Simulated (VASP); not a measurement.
# BN (P6_3/mmc) in VASP: a series of runs

BN is run at these levels: r2SCAN; tasks: relaxation of cell and atoms, vibrations by finite differences.

Program: VASP 6.6.1. These are calculated values, not measurements. Logs are shortened: lines on timing, memory, paths and dates and some standing lists are left out, and cuts for length are marked.

### 1 The cell of the first run

It takes space group P6_3/mmc (No. 194, hexagonal). Conventional cell: a = 2.498 Å, b = 2.498 Å, c = 6.636 Å, α = 90.00°, β = 90.00°, γ = 120.00°. B (site symmetry -6m2) has 3 N at 1.44 Å within 1.9 Å. N (site symmetry -6m2) has 3 B at 1.44 Å within 1.9 Å.

### 2 Relaxation of cell and atoms, r2SCAN

Input file INCAR:

```
SYSTEM = BN
PREC = Accurate
ENCUT = 520
EDIFF = 1E-7
ISMEAR = 0
SIGMA = 0.02
LREAL = .FALSE.
LASPH = .TRUE.
NELM = 100
ALGO = Normal
ISIF = 3
LWAVE = .FALSE.
LCHARG = .FALSE.
METAGGA = R2SCAN
LMIXTAU = .TRUE.
IBRION = 2
NSW = 80
EDIFFG = -0.002
KPAR = 4
```

Input file KPOINTS:

```
Automatic mesh
0
G
  15 15 6
  0 0 0
```

Input file POSCAR:

```
BN
1.0
    2.4982400000      0.0000000000      0.0000000000
   -1.2491200000      2.1635393000      0.0000000000
    0.0000000000      0.0000000000      6.6357000000
B N
2 2
Direct
    0.3333333300      0.6666666700      0.2500000000
    0.6666666700      0.3333333300      0.7500000000
    0.3333333300      0.6666666700      0.7500000000
    0.6666666700      0.3333333300      0.2500000000
```

Potentials or basis: VASP PAW PBE potentials, release 64 (B, N).

On the command line:

```sh
cat potpaw_PBE.64/B/POTCAR potpaw_PBE.64/N/POTCAR > POTCAR
mpirun -np 4 vasp_std > vasp.out
```

OUTCAR:

```text
SYSTEM = BN
   PREC = Accurate
   ENCUT = 520
   EDIFF = 1E-7
   ISMEAR = 0
   LREAL = .FALSE.
   LASPH = .TRUE.
   NELM = 100
   ISIF = 3
   METAGGA = R2SCAN
   IBRION = 2
   NSW = 80
   EDIFFG = -0.002

 ion  position               nearest neighbor table
   1  0.333  0.667  0.250-   4 1.44   4 1.44   4 1.44
   2  0.667  0.333  0.750-   3 1.44   3 1.44   3 1.44
   3  0.333  0.667  0.750-   2 1.44   2 1.44   2 1.44
   4  0.667  0.333  0.250-   1 1.44   1 1.44   1 1.44

  LATTYP: Found a hexagonal cell.
 ALAT       =     2.4982400000
 C/A-ratio  =     2.6561499296

  Lattice vectors:

 A1 = (   2.4982400000,   0.0000000000,   0.0000000000)
 A2 = (  -1.2491200000,   2.1635393000,   0.0000000000)
 A3 = (   0.0000000000,   0.0000000000,   6.6357000000)

Analysis of symmetry for initial positions (statically):
=====================================================================
 Subroutine PRICEL returns:
 Original cell was already a primitive cell.

 Routine SETGRP: Setting up the symmetry group for a
 hexagonal supercell.

 Subroutine GETGRP returns: Found 24 space group operations
 (whereof 12 operations were pure point group operations)
 out of a pool of 24 trial point group operations.

The static configuration has the point symmetry D_3d.
 The point group associated with its full space group is D_6h.

Analysis of symmetry for dynamics (positions and initial velocities):
=====================================================================
 Subroutine PRICEL returns:
 Original cell was already a primitive cell.

 Routine SETGRP: Setting up the symmetry group for a
 hexagonal supercell.

 Subroutine GETGRP returns: Found 24 space group operations
 (whereof 12 operations were pure point group operations)
 out of a pool of 24 trial point group operations.

The dynamic configuration has the point symmetry D_3d.
 The point group associated with its full space group is D_6h.

 Subroutine INISYM returns: Found 24 space group operations
 (whereof 12 operations are pure point group operations),
 and found     1 'primitive' translations

----------------------------------------------------------------------------------------

                                     Primitive cell

  volume of cell :      35.8662

  direct lattice vectors                    reciprocal lattice vectors
     2.498240000  0.000000000  0.000000000     0.400281798  0.231102805  0.000000000
    -1.249120000  2.163539300  0.000000000     0.000000000  0.462205609  0.000000000
     0.000000000  0.000000000  6.635700000     0.000000000  0.000000000  0.150700002

  length of vectors
     2.498240000  2.498239996  6.635700000     0.462205608  0.462205609  0.150700002

  position of ions in fractional coordinates (direct lattice)
     0.333333330  0.666666670  0.250000000
     0.666666670  0.333333330  0.750000000
     0.333333330  0.666666670  0.750000000
     0.666666670  0.333333330  0.250000000

  ion indices of the primitive-cell ions
   primitive index   ion index
                 1           1
                 2           2
                 3           3
                 4           4

----------------------------------------------------------------------------------------

 KPOINTS: Automatic mesh

Automatic generation of k-mesh.
 Grid dimensions read from file:
 generate k-points for:   15   15    6

 Generating k-lattice:

  Cartesian coordinates                     Fractional coordinates (reciprocal lattice)
     0.026685453  0.015406854  0.000000000     0.066666667 -0.000000000  0.000000000
     0.000000000  0.030813707  0.000000000     0.000000000  0.066666667  0.000000000
     0.000000000  0.000000000  0.025116667     0.000000000  0.000000000  0.166666667

  Length of vectors
     0.030813707  0.030813707  0.025116667

  Shift w.r.t. Gamma in fractional coordinates (k-lattice)
     0.000000000  0.000000000  0.000000000

 Subroutine IBZKPT returns following result:
 ===========================================

 Found    108 irreducible k-points:

 Following reciprocal coordinates:
            Coordinates               Weight
  0.000000  0.000000  0.000000      1.000000
  0.066667  0.000000  0.000000      6.000000
  0.133333 -0.000000  0.000000      6.000000
  0.200000 -0.000000  0.000000      6.000000
  0.266667 -0.000000  0.000000      6.000000
  0.333333  0.000000  0.000000      6.000000
[... 16 lines left out ...]
  0.333333  0.200000  0.000000     12.000000
  0.400000  0.200000  0.000000      6.000000
 [... further k-points ...]
   k-points           NKPTS =    108   k-points in BZ     NKDIM =    108   number of bands    NBANDS=     12
   number of dos      NEDOS =    301   number of ions     NIONS =      4
   total plane-waves  NPLWV =  20000
   dimension x,y,z NGX =    20 NGY =   20 NGZ =   50
   dimension x,y,z NGXF=    40 NGYF=   40 NGZF=  100
   ions per type =               2   2
   NGX,Y,Z   is equivalent  to a cutoff of  13.31, 13.31, 12.53 a.u.
   NGXF,Y,Z  is equivalent  to a cutoff of  26.62, 26.62, 25.05 a.u.
 SYSTEM =  BN
   PREC   = accura    normal or accurate (medium, high low for compatibility)
   ISTART =      0    job   : 0-new  1-cont  2-samecut
   ICHARG =      2    charge: 1-file 2-atom 10-const
   ISPIN  =      1    spin polarized calculation?
   LNONCOLLINEAR =      F non collinear calculations
   LSORBIT =      F    spin-orbit coupling
   LASPH  =      T    aspherical Exc in radial PAW
   ENCUT  =  520.0 eV  38.22 Ry    6.18 a.u.   4.65  4.65 12.34*2*pi/ulx,y,z
   NELM   =    100;   NELMIN=  2; NELMDL= -5     # of ELM steps
   EDIFF  = 0.1E-06   stopping-criterion for ELM
   LREAL  =      F    real-space projection
   EDIFFG = -.2E-02   stopping-criterion for IOM
   NSW    =     80    number of steps for IOM
   IBRION =      2    ionic relax: 0-MD 1-quasi-New 2-CG
   NFREE  =      1    steps in history (QN), initial steepest desc. (CG)
   ISIF   =      3    stress and relaxation
   ISYM   =      2    0-nonsym 1-usesym 2-fastsym
   POTIM  = 0.5000    time-step for ionic-motion
   TEBEG  =    0.0;   TEEND  =   0.0 temperature during run
   PSTRESS=    0.0 pullay stress
   NELECT =      16.0000    total number of electrons
   NUPDOWN=      -1.0000    fix difference up-down
   EMIN   =  10.00;   EMAX   =-10.00  energy-range for DOS
   EFERMI =   0.00;   METHOD = LEGACY
   ISMEAR =     0;   SIGMA  =   0.02  broadening in eV -4-tet -1-fermi 0-gaus
   EFERMI_NEDOS =   21; number of points for ismear=-14 and -15
   IALGO  =     38    algorithm
   IMIX   =      4    mixing-type and parameters
     AMIX     =   0.40;   BMIX     =  1.00
     AMIX_MAG =   1.60;   BMIX_MAG =  1.00
  volume/ion in A,a.u.               =       8.97        60.51
  Fermi-wavevector in a.u.,A,eV,Ry     =   1.250891  2.363842 21.289433  1.564729
  Thomas-Fermi vector in A             =   2.384864
   LORBIT       =      0    0 simple, 1 ext, 2 COOP (PROOUT), +10 PAW based schemes
   METAGGA = R2SCAN    functional components
   LHFCALC =     F    Hartree Fock is set to
   AEXX    =    0.0000 exact exchange contribution
   IVDW    =     0    specifies the selected vdW correction
   LEPSILON=     F    determine dielectric tensor
   LRPA    =     F    only Hartree local field effects (RPA)
 conjugate gradient relaxation of ions
 non-spin polarized calculation
 Gauss-broadening in eV      SIGMA  =   0.02
  energy-cutoff  :      520.00
  volume of cell :       35.87
 maximum number of plane-waves:       985
 NGX is ok and might be reduce to    20
   NGX =  9   NGY =  9   NGZ = 25

--------------------------------------- Ionic step        1  -------------------------------------------

 number of electron      15.9999997 magnetization

 Free energy of the ion-electron system (eV)
  ---------------------------------------------------
  ext. energy  EPLUGINS =         0.00000000
  ---------------------------------------------------
  free energy    TOTEN  =       -38.59160147 eV

  energy without entropy =      -38.59160147  energy(sigma->0) =      -38.59160147

------------------------ aborting loop because EDIFF is reached ----------------------------------------

  FORCE on cell =-STRESS in cart. coord.  units (eV):
  Direction    XX          YY          ZZ          XY          YZ          ZX
  --------------------------------------------------------------------------------------
  -------------------------------------------------------------------------------------
  Total        0.4357929      0.4357929      0.1548682     -0.0000000     -0.0000000      0.0000000
  in kB       19.4672718     19.4672717      6.9181031     -0.0000000     -0.0000000      0.0000000
  external PRESSURE =      15.2842155 kB  Pullay stress =       0.0000000 kB
[... 213 lines left out ...]
  energy  without entropy=      -38.5937929256  energy(sigma->0) =      -38.59379293

--------------------------------------- Ionic step        7  -------------------------------------------

 number of electron      16.0000000 magnetization

 Free energy of the ion-electron system (eV)
  ---------------------------------------------------
  ext. energy  EPLUGINS =         0.00000000
  ---------------------------------------------------
  free energy    TOTEN  =       -38.59381649 eV

  energy without entropy =      -38.59381649  energy(sigma->0) =      -38.59381649

 E-fermi :   2.0272     XC(G=0): -10.6171

 val. band max:        1.8869421185   @ k =   0.3333   0.2667   0.0000
 cond. band min:       6.8254762770   @ k =   0.4667   0.0667   0.0000
 fundamental gap:      4.9385341585
 Fermi energy:         2.0271748595

 k-point     1 :       0.0000    0.0000    0.0000
  band No.  band energies     occupation
      1     -16.9145      2.00000
      2     -16.6627      2.00000
      3      -4.4327      2.00000
      4      -2.4329      2.00000
      5       0.5212      2.00000
      6       0.5212      2.00000
      7       0.5534      2.00000
      8       0.5534      2.00000
      9       7.3761      0.00000
     10      12.7041      0.00000
     11      14.1933      0.00000
     12      14.1933      0.00000
[... 331 lines left out ...]
 k-point    24 :       0.4000    0.2000    0.0000
  band No.  band energies     occupation
      1     -13.2890      2.00000
      2     -13.2403      2.00000
      3      -6.9146      2.00000
      4      -6.8387      2.00000
      5      -4.2976      2.00000
      6      -4.2309      2.00000
      7       1.0959      2.00000
      8       1.7668      2.00000
      9       7.1447      0.00000
     10       7.8988      0.00000
     11      14.3549      0.00000
     12      14.5263      0.00000

 [... further k-points ...]

------------------------ aborting loop because EDIFF is reached ----------------------------------------

  FORCE on cell =-STRESS in cart. coord.  units (eV):
  Direction    XX          YY          ZZ          XY          YZ          ZX
  --------------------------------------------------------------------------------------
  -------------------------------------------------------------------------------------
  Total        0.0076200      0.0076200      0.0007854      0.0000000      0.0000000      0.0000000
  in kB        0.3327797      0.3327797      0.0343019      0.0000000      0.0000000      0.0000000
  external PRESSURE =       0.2332871 kB  Pullay stress =       0.0000000 kB
[... 19 lines left out ...]
  FREE ENERGIE OF THE ION-ELECTRON SYSTEM (eV)
  ---------------------------------------------------
  free  energy   TOTEN  =       -38.5938164884 eV

  energy  without entropy=      -38.5938164884  energy(sigma->0) =      -38.59381649

 reached required accuracy - stopping structural energy minimisation
```

Wall time 3.5 min (4 MPI ranks of Intel Xeon Platinum 8488C (Sapphire Rapids), shared host); peak memory 0.17 GiB.

Results:

```
Free energy                           : -38.5938 eV
Relaxed volume                        : 9.17 Å³/atom
Relaxed cell                          : a = 2.502 Å, b = 2.502 Å, c = 6.765 Å, α = 90.00°, β = 90.00°, γ = 120.00°
Space group after relaxing (to 0.1 Å) : P6_3/mmc (No. 194)
Energy gained by relaxing             : 0.6 meV/atom
Ionic steps                           : 7
Pressure after relaxing               : 0.0 GPa
Band gap on the k mesh                : 4.94 eV (least direct gap 5.36 eV)
```

Step by step:
| step | energy change (eV) | largest force (eV/Å) | pressure (GPa) | volume (Å³) |
| --- | --- | --- | --- | --- |
| 1 | 0.0000 | 0.0000 | 1.53 | 35.87 |
| 2 | 0.0020 | 0.0000 | -2.35 | 36.31 |
| 3 | -0.0008 | 0.0000 | 0.15 | 36.02 |
| 4 | -0.0011 | 0.0000 | 0.14 | 36.08 |
| 5 | -0.0016 | 0.0000 | 0.10 | 36.25 |
| 6 | -0.0022 | 0.0000 | 0.04 | 36.60 |
| 7 | -0.0022 | 0.0000 | 0.02 | 36.69 |

Final structure:
```
B N
1.0
     2.50244    0.00000    0.00000
    -1.25122    2.16717    0.00000
     0.00000    0.00000    6.76472
B N
2 2
Direct
  0.33333 0.66667 0.25000
  0.66667 0.33333 0.75000
  0.33333 0.66667 0.75000
  0.66667 0.33333 0.25000
```

Levels at points of the mesh, in eV from the valence-band top:
```tsv
k point	band 5	band 6	band 7	band 8	band 9	band 10	band 11	band 12
(0.00, 0.00, 0.00)	-1.37	-1.37	-1.33	-1.33	5.49	10.82	12.31	12.31
(0.00, 0.00, 0.50)	-1.35	-1.35	-1.35	-1.35	7.88	7.88	12.36	12.36
```

Caveat: the PAW data sets were made with another functional, which shifts forces and pressure a little; an odd mesh through Γ misses points on the zone boundary, where band edges can lie. r2SCAN opens gaps a little over a GGA but as a rule still falls short of measured ones.

### 3 Relaxation of cell and atoms, r2SCAN

This run uses another cell than the first one, of 9.17 Å³/atom.

INCAR is that of step 2.

KPOINTS is that of step 2.

Input file POSCAR:

```
BN                                      
1.0
    2.5024372548     -0.0000000000      0.0000000000
   -1.2512186274      2.1671742293     -0.0000000000
    0.0000000000      0.0000000000      6.7647190689
  B               N             
     2     2
Direct
     0.3333333300000021    0.6666666699999979    0.2500000000000000
     0.6666666699999979    0.3333333300000021    0.7500000000000000
     0.3333333300000021    0.6666666699999979    0.7500000000000000
     0.6666666699999979    0.3333333300000021    0.2500000000000000
```

Potentials or basis: VASP PAW PBE potentials, release 64 (B, N).

On the command line:

```sh
cat potpaw_PBE.64/B/POTCAR potpaw_PBE.64/N/POTCAR > POTCAR
mpirun -np 4 vasp_std > vasp.out
```

OUTCAR:

```text
SYSTEM = BN
   PREC = Accurate
   ENCUT = 520
   EDIFF = 1E-7
   ISMEAR = 0
   LREAL = .FALSE.
   LASPH = .TRUE.
   NELM = 100
   ISIF = 3
   METAGGA = R2SCAN
   IBRION = 2
   NSW = 80
   EDIFFG = -0.002

 ion  position               nearest neighbor table
   1  0.333  0.667  0.250-   4 1.44   4 1.44   4 1.44
   2  0.667  0.333  0.750-   3 1.44   3 1.44   3 1.44
   3  0.333  0.667  0.750-   2 1.44   2 1.44   2 1.44
   4  0.667  0.333  0.250-   1 1.44   1 1.44   1 1.44

  LATTYP: Found a hexagonal cell.
 ALAT       =     2.5024372548
 C/A-ratio  =     2.7032522218

  Lattice vectors:

 A1 = (   2.5024372548,   0.0000000000,   0.0000000000)
 A2 = (  -1.2512186274,   2.1671742293,   0.0000000000)
[... 506 lines left out ...]
  band No.  band energies     occupation
      1     -16.9404      2.00000
      2     -16.6959      2.00000
      3      -4.4470      2.00000
      4      -2.4829      2.00000
      5       0.4914      2.00000
      6       0.4914      2.00000
      7       0.5224      2.00000
      8       0.5224      2.00000
      9       7.3213      0.00000
     10      12.6207      0.00000
     11      14.1645      0.00000
     12      14.1645      0.00000
[... 331 lines left out ...]
 k-point    24 :       0.4000    0.2000    0.0000
  band No.  band energies     occupation
      1     -13.3180      2.00000
      2     -13.2711      2.00000
      3      -6.9432      2.00000
      4      -6.8694      2.00000
      5      -4.3265      2.00000
      6      -4.2619      2.00000
      7       1.0746      2.00000
      8       1.7325      2.00000
      9       7.1162      0.00000
     10       7.8570      0.00000
     11      14.3170      0.00000
     12      14.5024      0.00000

 [... further k-points ...]

------------------------ aborting loop because EDIFF is reached ----------------------------------------

  FORCE on cell =-STRESS in cart. coord.  units (eV):
  Direction    XX          YY          ZZ          XY          YZ          ZX
  --------------------------------------------------------------------------------------
  -------------------------------------------------------------------------------------
  Total        0.0043741      0.0043741      0.0044121      0.0000000      0.0000000      0.0000000
  in kB        0.1903091      0.1903091      0.1919639      0.0000000      0.0000000      0.0000000
  external PRESSURE =       0.1908607 kB  Pullay stress =       0.0000000 kB
[... 19 lines left out ...]
  FREE ENERGIE OF THE ION-ELECTRON SYSTEM (eV)
  ---------------------------------------------------
  free  energy   TOTEN  =       -38.5955608578 eV

  energy  without entropy=      -38.5955608578  energy(sigma->0) =      -38.59556086

 reached required accuracy - stopping structural energy minimisation
```

OSZICAR:

```text
N       E                     dE             d eps       ncg     rms          rms(c)
DAV:   1     0.589339474821E+02    0.58934E+02   -0.85196E+03  2600   0.126E+03
DAV:   2    -0.421687051489E+02   -0.10110E+03   -0.91248E+02  3832   0.271E+02
DAV:   3    -0.466577747899E+02   -0.44891E+01   -0.44596E+01  3312   0.602E+01
[... 119 lines left out ...]
DAV:   8    -0.385955608789E+02   -0.65327E-06   -0.73405E-10  1304   0.293E-04    0.381E-05
DAV:   9    -0.385955606973E+02    0.18163E-06   -0.19570E-10  1296   0.164E-04    0.178E-05
DAV:  10    -0.385955609504E+02   -0.25311E-06   -0.83774E-11  1296   0.108E-04    0.352E-06
DAV:  11    -0.385955607913E+02    0.15904E-06   -0.80870E-12  1296   0.325E-05    0.250E-06
DAV:  12    -0.385955608578E+02   -0.66480E-07   -0.60720E-12  1296   0.271E-05
   9 F= -.38595561E+02 E0= -.38595561E+02  d E =-.628155E-05
```

CONTCAR:

```text
BN
   1.00000000000000
     2.5025138742418069   -0.0000000000000000   -0.0000000000000000
    -1.2512569371209035    2.1672405836825992    0.0000000000000000
    -0.0000000000000000   -0.0000000000000000    6.7897983178218899
  B               N
     2     2
Direct
     0.3333333300000021    0.6666666699999979    0.2500000000000000
     0.6666666699999979    0.3333333300000021    0.7500000000000000
     0.3333333300000021    0.6666666699999979    0.7500000000000000
     0.6666666699999979    0.3333333300000021    0.2500000000000000

  0.00000000E+00  0.00000000E+00  0.00000000E+00
  0.00000000E+00  0.00000000E+00  0.00000000E+00
  0.00000000E+00  0.00000000E+00  0.00000000E+00
  0.00000000E+00  0.00000000E+00  0.00000000E+00
```

Wall time 4 min (4 MPI ranks of Intel Xeon Platinum 8488C (Sapphire Rapids), shared host); peak memory 0.17 GiB.

Results:

```
Free energy                           : -38.5956 eV
Relaxed volume                        : 9.21 Å³/atom
Relaxed cell                          : a = 2.503 Å, b = 2.503 Å, c = 6.790 Å, α = 90.00°, β = 90.00°, γ = 120.00°
Space group after relaxing (to 0.1 Å) : P6_3/mmc (No. 194)
Energy gained by relaxing             : 0.0 meV/atom
Ionic steps                           : 9
Pressure after relaxing               : 0.0 GPa
Band gap on the k mesh                : 4.95 eV (least direct gap 5.36 eV)
```

Final structure:
```xyz
4
Lattice="2.5025 0.0000 0.0000 -1.2513 2.1672 0.0000 0.0000 0.0000 6.7898" Properties=species:S:1:pos:R:3 pbc="T T T"
B     0.0000    1.4448    1.6975
B     1.2513    0.7224    5.0923
N     0.0000    1.4448    5.0923
N     1.2513    0.7224    1.6975
```

Levels at points of the mesh, in eV from the valence-band top:
```csv
k point,band 5,band 6,band 7,band 8,band 9,band 10,band 11,band 12
"(0.00, 0.00, 0.00)",-1.36,-1.36,-1.33,-1.33,5.47,10.77,12.31,12.31
"(0.00, 0.00, 0.50)",-1.35,-1.35,-1.35,-1.35,7.84,7.84,12.36,12.36
```

Caveat: the PAW data sets were made with another functional, which shifts forces and pressure a little; an odd mesh through Γ misses points on the zone boundary, where band edges can lie. r2SCAN opens gaps a little over a GGA but as a rule still falls short of measured ones.

[end of part 1 of 2]
